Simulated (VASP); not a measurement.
# C (C2/m) in VASP: settings compared

C is run at these levels: BLYP+D4, LDA; tasks: relaxation of cell and atoms, single point.

Everything below comes from runs of VASP 6.6.1. Logs are shortened: lines on timing, memory, paths and dates and some standing lists are left out, and cuts for length are marked.

## Step 1: The cell of the first run

The structure is monoclinic, space group C2/m (No. 12). Conventional cell: a = 4.255 Å, b = 2.457 Å, c = 3.765 Å, α = 90.00°, β = 111.49°, γ = 90.00°. Within 1.9 Å of C (site symmetry m) lie 3 C at 1.42 Å.

## Step 2: Relaxation of cell and atoms, BLYP+D4

File INCAR:

```
SYSTEM = C
PREC = Accurate
ENCUT = 600
EDIFF = 1E-7
ISMEAR = -1
SIGMA = 0.05
LREAL = .False.
LASPH = .True.
NELM = 80
ALGO = Normal
ISIF = 3
LWAVE = .False.
LCHARG = .False.
GGA = B5
ALDAX = 1.0
AGGAX = 1.0
AGGAC = 1.0
ALDAC = 0.0
IVDW = 13
VDW_S6 = 1.0
VDW_S8 = 2.34076671
VDW_A1 = 0.44488865
VDW_A2 = 4.0933009
IBRION = 2
NSW = 60
EDIFFG = -0.01
```

File KPOINTS:

```
Automatic mesh
0
Gamma
  13 13 8
  0 0 0
```

File POSCAR:

```
C
1.0
    2.1273203072     -1.2282824400      0.0000000000
    2.1273203072      1.2282824400      0.0000000000
   -1.3790696309      0.0000000000      3.5028300786
C
2
Direct
    0.1666444700      0.1666444700      0.9999069600
    0.8333555300      0.8333555300      0.0000930400
```

Potentials or basis: VASP PAW PBE potentials, release 64 (C).

Run with:

```sh
$ cat potpaw_PBE.64/C/POTCAR > POTCAR
$ mpirun -np 1 vasp_std > vasp.out
```

OUTCAR:

```text
SYSTEM = C
   PREC = Accurate
   ENCUT = 600
   EDIFF = 1E-7
   ISMEAR = -1
   LREAL = .False.
   LASPH = .True.
   NELM = 80
   ISIF = 3
   GGA = B5
   IVDW = 13
   IBRION = 2
   NSW = 60
   EDIFFG = -0.01

 ion  position               nearest neighbor table
   1  0.167  0.167  1.000-   2 1.42   2 1.42   2 1.42
   2  0.833  0.833  0.000-   1 1.42   1 1.42   1 1.42

  LATTYP: Found a base centered monoclinic cell.
 ALAT       =     4.2546406144
 B/A-ratio  =     0.5773848141
 C/A-ratio  =     0.8848045598
 COS(beta)  =    -0.3663329314

  Lattice vectors:

 A1 = (   2.1273203072,  -1.2282824400,   0.0000000000)
 A2 = (   2.1273203072,   1.2282824400,   0.0000000000)
 A3 = (  -1.3790696309,   0.0000000000,   3.5028300786)

Analysis of symmetry for initial positions (statically):
=====================================================================
 Subroutine PRICEL returns:
 Original cell was already a primitive cell.

 Routine SETGRP: Setting up the symmetry group for a
 base centered monoclinic supercell.

 Subroutine GETGRP returns: Found  4 space group operations
 (whereof  4 operations were pure point group operations)
 out of a pool of  4 trial point group operations.

The static configuration has the point symmetry C_2h.

Analysis of symmetry for dynamics (positions and initial velocities):
=====================================================================
 Subroutine PRICEL returns:
 Original cell was already a primitive cell.

 Routine SETGRP: Setting up the symmetry group for a
 base centered monoclinic supercell.

 Subroutine GETGRP returns: Found  4 space group operations
 (whereof  4 operations were pure point group operations)
 out of a pool of  4 trial point group operations.

The dynamic configuration has the point symmetry C_2h.

 Subroutine INISYM returns: Found  4 space group operations
 (whereof  4 operations are pure point group operations),
 and found     1 'primitive' translations

----------------------------------------------------------------------------------------

                                     Primitive cell

  volume of cell :      18.3054

  direct lattice vectors                    reciprocal lattice vectors
     2.127320307 -1.228282440  0.000000000     0.235037478 -0.407072497  0.092534619
     2.127320307  1.228282440  0.000000000     0.235037478  0.407072497  0.092534619
    -1.379069631  0.000000000  3.502830079     0.000000000  0.000000000  0.285483446

  length of vectors
     2.456454649  2.456454649  3.764525416     0.479075453  0.479075453  0.285483446

  position of ions in fractional coordinates (direct lattice)
[... 91 lines left out ...]
   NUPDOWN=      -1.0000    fix difference up-down
   EMIN   =  10.00;   EMAX   =-10.00  energy-range for DOS
   EFERMI =   0.00;   METHOD = LEGACY
   ISMEAR =    -1;   SIGMA  =   0.05  broadening in eV -4-tet -1-fermi 0-gaus
   EFERMI_NEDOS =   21; number of points for ismear=-14 and -15
   IALGO  =     38    algorithm
   IMIX   =      4    mixing-type and parameters
     AMIX     =   0.40;   BMIX     =  1.00
     AMIX_MAG =   1.60;   BMIX_MAG =  1.00
  volume/ion in A,a.u.               =       9.15        61.77
  Fermi-wavevector in a.u.,A,eV,Ry     =   1.242352  2.347705 20.999765  1.543439
  Thomas-Fermi vector in A             =   2.376710
   LORBIT       =      0    0 simple, 1 ext, 2 COOP (PROOUT), +10 PAW based schemes
   GGA     = B5    functional components
   LHFCALC =     F    Hartree Fock is set to
   AEXX    =    0.0000 exact exchange contribution
   IVDW    =    13    specifies the selected vdW correction
   LEPSILON=     F    determine dielectric tensor
   LRPA    =     F    only Hartree local field effects (RPA)
 conjugate gradient relaxation of ions
 non-spin polarized calculation
  energy-cutoff  :      600.00
  volume of cell :       18.31
 maximum number of plane-waves:       625
   NGX =  9   NGY =  9   NGZ = 15

--------------------------------------- Ionic step        1  -------------------------------------------

 number of electron       8.0000000 magnetization

 Free energy of the ion-electron system (eV)
  ---------------------------------------------------
  ext. energy  EPLUGINS =         0.00000000
  ---------------------------------------------------
  free energy    TOTEN  =       -17.30039379 eV

  energy without entropy =      -17.30039256  energy(sigma->0) =      -17.30039317

------------------------ aborting loop because EDIFF is reached ----------------------------------------

  DFT-D4 for vdW energy calculation

  Edisp (eV):   -0.62775
[... 105 lines left out ...]
  FREE ENERGIE OF THE ION-ELECTRON SYSTEM (eV)
  ---------------------------------------------------
  free  energy   TOTEN  =       -17.9302822764 eV

  energy  without entropy=      -17.9302805953  energy(sigma->0) =      -17.93028144

 E-fermi :   5.2084     XC(G=0):  -9.8764

 val. band max:        4.8776976599   @ k =  -0.3077   0.3077   0.0000
 cond. band min:       5.5848846266   @ k =  -0.3077   0.3077   0.0000
 fundamental gap:      0.7071869667
 Fermi energy:         5.2083608295

 k-point     1 :       0.0000    0.0000    0.0000
  band No.  band energies     occupation
      1     -14.4581      2.00000
      2      -1.3561      2.00000
      3       1.9625      2.00000
      4       1.9731      2.00000
      5       9.4677      0.00000
      6      13.5388      0.00000
      7      13.5584      0.00000
      8      16.3723      0.00000
[... 243 lines left out ...]
 k-point    24 :       0.4615    0.1538    0.0000
  band No.  band energies     occupation
      1     -10.5649      2.00000
      2      -5.6121      2.00000
      3      -2.5174      2.00000
      4       2.1237      2.00000
      5       8.5906      0.00000
      6      15.0415      0.00000
      7      15.5551      0.00000
      8      18.6701      0.00000

 [... further k-points ...]

[... ionic steps 4 to 9 ...]

--------------------------------------- Ionic step       10  -------------------------------------------

 number of electron       8.0000000 magnetization

------------------------ aborting loop because EDIFF is reached ----------------------------------------
[... 75 lines left out ...]
--------------------------------------- Ionic step       12  -------------------------------------------

 number of electron       8.0000000 magnetization

 Free energy of the ion-electron system (eV)
  ---------------------------------------------------
  ext. energy  EPLUGINS =         0.00000000
  ---------------------------------------------------
  free energy    TOTEN  =       -17.24863394 eV

  energy without entropy =      -17.24860720  energy(sigma->0) =      -17.24862057

 E-fermi :   5.6349     XC(G=0): -10.1392

 val. band max:        5.3956762867   @ k =  -0.3077   0.3077   0.0000
 cond. band min:       5.9203086557   @ k =  -0.3077   0.3077   0.0000
 fundamental gap:      0.5246323690
 Fermi energy:         5.6348731625

 k-point     1 :       0.0000    0.0000    0.0000
  band No.  band energies     occupation
      1     -14.1473      2.00000
      2      -0.7359      2.00000
      3       2.3895      2.00000
      4       2.3927      2.00000
      5      10.2765      0.00000
      6      14.0125      0.00000
      7      14.0132      0.00000
      8      16.8128      0.00000
[... 286 lines left out ...]
  FREE ENERGIE OF THE ION-ELECTRON SYSTEM (eV)
  ---------------------------------------------------
  free  energy   TOTEN  =       -17.9488215908 eV

  energy  without entropy=      -17.9487948489  energy(sigma->0) =      -17.94880822

 reached required accuracy - stopping structural energy minimisation
```

OSZICAR:

```text
N       E                     dE             d eps       ncg     rms          rms(c)
DAV:   1     0.507504806149E+01    0.50750E+01   -0.46909E+03  5984   0.998E+02
DAV:   2    -0.183763424611E+02   -0.23451E+02   -0.22295E+02  9168   0.127E+02
DAV:   3    -0.186795799528E+02   -0.30324E+00   -0.30324E+00  7304   0.171E+01
[... 106 lines left out ...]
       N       E                     dE             d eps       ncg     rms          rms(c)
DAV:   1    -0.172486447479E+02   -0.72092E-03   -0.93462E-03  6808   0.949E-01    0.249E-02
DAV:   2    -0.172486393848E+02    0.53631E-05   -0.67352E-05  8592   0.912E-02    0.154E-02
DAV:   3    -0.172486339576E+02    0.54272E-05   -0.15061E-05  9368   0.362E-02    0.181E-03
DAV:   4    -0.172486339372E+02    0.20407E-07   -0.75790E-07  7008   0.935E-03
  12 F= -.17948822E+02 E0= -.17948808E+02  d E =-.892970E-05
```

Run time: 3.6 min. Hardware: 1 thread of Intel Xeon 6975P-C (Granite Rapids), shared host; peak memory 0.16 GiB.

Results:

| Property | Result |
| --- | --- |
| Free energy | -17.9488 eV |
| Relaxed volume | 8.39 Å³/atom |
| Relaxed cell | a = 2.460 Å, b = 2.460 Å, c = 3.491 Å, α = 110.12°, β = 110.12°, γ = 59.99° |
| Space group after relaxing (to 0.05 Å) | R-3m (No. 166) |
| Energy gained by relaxing | 10.3 meV/atom |
| Ionic steps | 12 |
| Pressure after relaxing | 0.0 GPa |
| Largest force after relaxing | 0.005 eV/Å |
| Band gap on the k mesh | 0.52 eV, direct |
| Dispersion energy per atom | -0.350 eV |

Forces in eV/Å, atoms in the order of the input:
```
C   -0.002  0.000 -0.004
C    0.002  0.000  0.004
```

The path:
```
step  energy change (eV)  largest force (eV/Å)  pressure (GPa)  volume (Å³)
   1              0.0000                0.0024            0.60        18.31
   2             -0.0007                0.0084           -4.91        18.39
   3             -0.0021                0.0037           -2.48        18.35
   4             -0.0060                0.0033           -2.35        18.15
   5             -0.0156                0.0226           -1.91        17.55
   6             -0.0172                0.0666           -0.29        16.34
   7             -0.0203                0.0430           -1.25        16.94
   8             -0.0204                0.0472           -1.09        16.82
   9             -0.0156                0.3645            4.56        16.62
  10             -0.0207                0.0259           -0.07        16.79
  11             -0.0205                0.1281            0.42        16.77
  12             -0.0207                0.0048            0.02        16.78
```

Final structure:
```yaml
crystal:
  lattice:
    - [2.13014, -1.22961, -0.00179]
    - [2.13014, 1.22961, -0.00179]
    - [-1.38381, 0.00000, 3.20513]
  atoms:
    - { symbol: C, position: [0.16659, 0.16659, 0.99975] }
    - { symbol: C, position: [0.83341, 0.83341, 0.00025] }
```

Caveat: the PAW data sets were made with another functional, which shifts forces and pressure a little. BLYP gaps usually lie below the measured ones, often by a third to a half.

## Step 3: Single point, LDA

This run uses another cell than the first one, of 8.60 Å³/atom, 0.940 times its volume.

File INCAR:

```
ALGO = Normal
EDIFF = 1E-7
ENCUT = 520
ISIF = 2
ISMEAR = -1
LASPH = True
LCHARG = False
LREAL = False
LWAVE = False
NBANDS = 11
NELM = 100
PREC = Accurate
SIGMA = 0.05
```

File KPOINTS:

```
k-points
0
Gamma
  13 13 8
```

File POSCAR:

```
C
1.0
    2.0838934217     -1.2032084158      0.0000000000
    2.0838934217      1.2032084158      0.0000000000
   -1.3509174534      0.0000000000      3.4313236862
C
2
Direct
    0.1666444700      0.1666444700      0.9999069600
    0.8333555300      0.8333555300      0.0000930400
```

Potentials or basis: VASP PAW LDA potentials, release 64 (C).

Run with:

```sh
$ cat potpaw_LDA.64/C/POTCAR > POTCAR
$ mpirun -np 1 vasp_std > vasp.out
```

OUTCAR:

```text
EDIFF = 1E-7
   ENCUT = 520
   ISIF = 2
   ISMEAR = -1
   LASPH = True
   LREAL = False
   NELM = 100
   PREC = Accurate

 ion  position               nearest neighbor table
   1  0.167  0.167  1.000-   2 1.39   2 1.39   2 1.39
   2  0.833  0.833  0.000-   1 1.39   1 1.39   1 1.39

  LATTYP: Found a base centered monoclinic cell.
 ALAT       =     4.1677868434
 B/A-ratio  =     0.5773848141
 C/A-ratio  =     0.8848045598
 COS(beta)  =    -0.3663329314

  Lattice vectors:

 A1 = (   2.0838934217,  -1.2032084158,   0.0000000000)
[... 514 lines left out ...]
      7      15.6333      0.00000
      8      18.6055      0.00000
      9      20.0487      0.00000
     10      23.8048      0.00000
     11      28.4858      0.00000

 [... further k-points ...]
[... 5 lines left out ...]
  --------------------------------------------------------------------------------------
  -------------------------------------------------------------------------------------
  Total        2.4593509      2.4509310     -0.0904014      0.0000000      0.0000000     -0.0041898
  in kB      228.9934316    228.2094444     -8.4173992      0.0000000      0.0000000     -0.3901186
  external PRESSURE =     149.5951589 kB  Pullay stress =       0.0000000 kB

 VOLUME and BASIS-vectors are now :
 -----------------------------------------------------------------------------
  energy-cutoff  :      520.00
  volume of cell :       17.21
      direct lattice vectors                 reciprocal lattice vectors
     2.083893422 -1.203208416  0.000000000     0.239935495 -0.415555604  0.094462976
     2.083893422  1.203208416  0.000000000     0.239935495  0.415555604  0.094462976
    -1.350917453  0.000000000  3.431323686     0.000000000  0.000000000  0.291432721

 POSITION                                       TOTAL-FORCE (eV/Angst)
 -----------------------------------------------------------------------------------
     -0.65625      0.00000      3.43100        -0.002446      0.000000      0.001743
      3.47312      0.00000      0.00032         0.002446      0.000000     -0.001743
 -----------------------------------------------------------------------------------
    total drift:                               -0.000000     -0.000000      0.000000

  FREE ENERGIE OF THE ION-ELECTRON SYSTEM (eV)
  ---------------------------------------------------
  free  energy   TOTEN  =       -20.1819155484 eV

  energy  without entropy=      -20.1819143938  energy(sigma->0) =      -20.18191497
```

stdout:

```text
POSCAR found type information on POSCAR C
 POSCAR found :  1 types and       2 ions
 scaLAPACK will be used
 LDA part: xc-table for (Slater(with rela. corr.)+CA(PZ))
 , standard interpolation
 POSCAR, INCAR and KPOINTS ok, starting setup
 FFT: planning ... GRIDC
 FFT: planning ... GRID_SOFT
 FFT: planning ... GRID
 WAVECAR not read
 entering main loop
```

It took 44 s on 1 thread of Intel Xeon Platinum 8259CL at 2.50GHz (Skylake/Cascade Lake), shared host; peak memory 0.15 GiB.

What came out:

```yaml
Free_energy: -20.1819 eV
Pressure: 15.0 GPa
Largest_force: 0.003 eV/Å
Band_gap_on_the_k_mesh: 0.92 eV, indirect (least direct gap 0.93 eV)
```

Forces on the atoms (eV/Å):
```
C   -0.002  0.000  0.002
C    0.002  0.000 -0.002
```

## Step 4: Single point, LDA

This run uses another cell than the first one, of 8.79 Å³/atom, 0.960 times its volume.

File INCAR:

```
PREC = Accurate
ENCUT = 520
EDIFF = 1E-6
ISMEAR = -1
SIGMA = 0.05
LREAL = F
LASPH = T
NELM = 100
ALGO = Normal
ISIF = 2
LWAVE = F
LCHARG = F
GGA = CA
NBANDS = 11
```

File KPOINTS:

```
Automatic mesh
0
Gamma
  13 13 8
```

File POSCAR:

```
C
1.0
    2.0985692110     -1.2116819937      0.0000000000
    2.0985692110      1.2116819937      0.0000000000
   -1.3604312700      0.0000000000      3.4554887337
C
2
Direct
    0.1666444700      0.1666444700      0.9999069600
    0.8333555300      0.8333555300      0.0000930400
```

Run with:

```sh
$ cat potpaw_LDA.64/C/POTCAR > POTCAR
$ mpirun -np 1 vasp_std > vasp.out
```

Run time: 49 s. Hardware: 1 thread of Intel Xeon Platinum 8259CL at 2.50GHz (Skylake/Cascade Lake), shared host; peak memory 0.15 GiB.

It converged, with:

```
Free energy            : -20.2088 eV
Pressure               : 8.3 GPa
Largest force          : 0.003 eV/Å
Band gap on the k mesh : 0.91 eV, indirect (least direct gap 0.92 eV)
```

Forces on the atoms (eV/Å):
```
C   -0.002  0.000  0.002
C    0.002  0.000 -0.002
```

Stress tensor (GPa, compression positive):
```
12.93  0.00 -0.04
 0.00 12.85  0.00
-0.04  0.00 -0.93
```

Levels at points of the mesh, in eV from the valence-band top:
```tsv
k point	band 1	band 2	band 3	band 4	band 5	band 6	band 7	band 8	band 9
(0.00, 0.00, 0.00)	-19.44	-6.69	-2.61	-2.60	3.81	9.03	9.03	12.29	14.49
(0.00, 0.00, 0.50)	-19.19	-8.43	-2.62	-2.62	8.99	9.00	9.62	12.45	14.31
```

A k mesh can miss the band edges.

## Step 5: Single point, LDA

This run uses another cell than the first one, of 8.97 Å³/atom, 0.980 times its volume.

File INCAR:

```
SYSTEM = C
ALGO     = Normal         ! electronic algorithm
EDIFF    = 1E-6           ! SCF threshold, eV
ENCUT    = 520            ! plane-wave cutoff, eV
ISIF     = 2              ! what is computed and relaxed
ISMEAR   = -1             ! smearing method
LASPH    = .True.         ! aspherical terms in the spheres
LCHARG   = .False.        ! write CHGCAR
LREAL    = .False.        ! projectors in reciprocal space
LWAVE    = .False.        ! write WAVECAR
NBANDS   = 11             ! bands
NELM     = 100            ! most SCF steps
PREC     = Accurate       ! precision mode
SIGMA    = 0.05           ! smearing width, eV
```

File KPOINTS:

```
k-points
0
Gamma
  13 13 8
  0 0 0
```

File POSCAR:

```
C
1.0
    2.1130425595     -1.2200386853      0.0000000000
    2.1130425595      1.2200386853      0.0000000000
   -1.3698138511      0.0000000000      3.4793204435
C
2
Direct
    0.1666444700      0.1666444700      0.9999069600
    0.8333555300      0.8333555300      0.0000930400
```

Run with:

```sh
$ cat potpaw_LDA.64/C/POTCAR > POTCAR
$ mpirun -np 1 vasp_std > vasp.out
```

Run time: 52 s. Hardware: 1 thread of Intel Xeon Platinum 8259CL at 2.50GHz (Skylake/Cascade Lake), shared host; peak memory 0.16 GiB.

It converged, with:

| Quantity | Value |
| --- | --- |
| Free energy | -20.2210 eV |
| Pressure | 2.2 GPa |
| Largest force | 0.003 eV/Å |
| Band gap on the k mesh | 0.91 eV, indirect (least direct gap 0.92 eV) |

Forces on the atoms (eV/Å):
```
C   -0.002  0.000  0.002
C    0.002  0.000 -0.002
```

Stress tensor (GPa, compression positive):
```
 3.84  0.00 -0.03
 0.00  3.76  0.00
-0.03  0.00 -1.00
```

Levels at points of the mesh, in eV from the valence-band top:
```
           k point  band 1  band 2  band 3  band 4  band 5  band 6  band 7  band 8
(0.00, 0.00, 0.00)  -19.27   -6.57   -2.62   -2.61    3.84    8.89    8.89   12.03
(0.00, 0.00, 0.50)  -19.03   -8.27   -2.63   -2.63    8.85    8.85    9.54   12.19
```

## Step 6: Summary

```tsv
task	level	potentials or basis	cell	cutoff (eV)	gap on the mesh (eV)	pressure (GPa)
relaxation of cell and atoms	BLYP+D4	VASP PAW PBE potentials, release 64 (C)	relaxed from a = 2.456, b = 2.456, c = 3.765 Å, angles 108.5, 108.5, 60.0°, 2 atoms	600	0.52	0.0
single point	LDA	VASP PAW LDA potentials, release 64 (C)	a = 2.406, b = 2.406, c = 3.688 Å, angles 108.5, 108.5, 60.0°, 2 atoms	520	0.92	15.0
single point	LDA	VASP PAW LDA potentials, release 64 (C)	a = 2.423, b = 2.423, c = 3.714 Å, angles 108.5, 108.5, 60.0°, 2 atoms	520	0.91	8.3
single point	LDA	VASP PAW LDA potentials, release 64 (C)	a = 2.440, b = 2.440, c = 3.739 Å, angles 108.5, 108.5, 60.0°, 2 atoms	520	0.91	2.2
```

Alike in all rows: no spin polarisation; k mesh 13 × 13 × 8; smearing fermi-dirac 0.05 eV.

Caveats: the PAW data sets were made with another functional, which shifts forces and pressure a little (some runs).

Absolute energies hang on the potentials; compare differences alone.
